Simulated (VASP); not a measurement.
## Bi: single point with PBEsol

The system is Bi.

```xyz
2
Lattice="2.3494 1.3564 4.0330 -2.3494 1.3564 4.0330 0.0000 -2.7129 4.0330" Properties=species:S:1:pos:R:3 pbc="T T T"
Bi    0.0000    0.0000    2.8632
Bi    0.0000    0.0000    9.2358
```

* Program: VASP 6.6.1
* Task: single point
* Functional: PBEsol
* Potentials or basis: VASP PAW PBE potentials, release 64 (Bi_d)
* Cutoff: 520 eV
* k mesh: 14 × 14 × 14
* Occupations: fermi-dirac, width 0.1 eV
* Spin: no spin polarisation

- Pressure: -4.4 GPa
- Largest force: 0.366 eV/Å
- Band gap on the k mesh: zero (bands 15 and 16 overlap by 0.19 eV)

Forces on the atoms (eV/Å):
```
Bi   0.000  0.000 -0.366
Bi   0.000  0.000  0.366
```

Stress tensor (GPa, compression positive):
```
-4.60  0.00  0.00
 0.00 -4.60  0.00
 0.00  0.00 -4.06
```

Levels at points of the mesh, in eV from the Fermi level:
```tsv
k point	band 11	band 12	band 13	band 14	band 15	band 16	band 17	band 18	band 19	band 20
(0.00, 0.00, 0.00)	-12.52	-7.87	-1.31	-1.10	-1.10	2.51	2.77	2.77	5.46	5.59
(0.50, 0.00, 0.00)	-10.83	-10.35	-1.08	-0.90	-0.33	-0.26	0.42	0.81	7.41	8.07
(0.50, 0.50, 0.00)	-10.98	-9.46	-4.25	-2.71	-2.60	2.56	4.43	4.86	5.98	8.79
(0.50, 0.50, 0.50)	-11.34	-9.91	-0.89	-0.47	-0.47	0.40	0.55	0.55	6.93	8.54
```

It took 120 s on 1 thread of Intel(R) Xeon(R) 6975P-C (Granite Rapids), on a shared host, peak memory 0.48 GiB.

Caveat: the cell stands under tension; the PAW data sets were made with another functional, which shifts forces and pressure a little; spin-orbit coupling is left out, which moves the levels of the heavy elements.
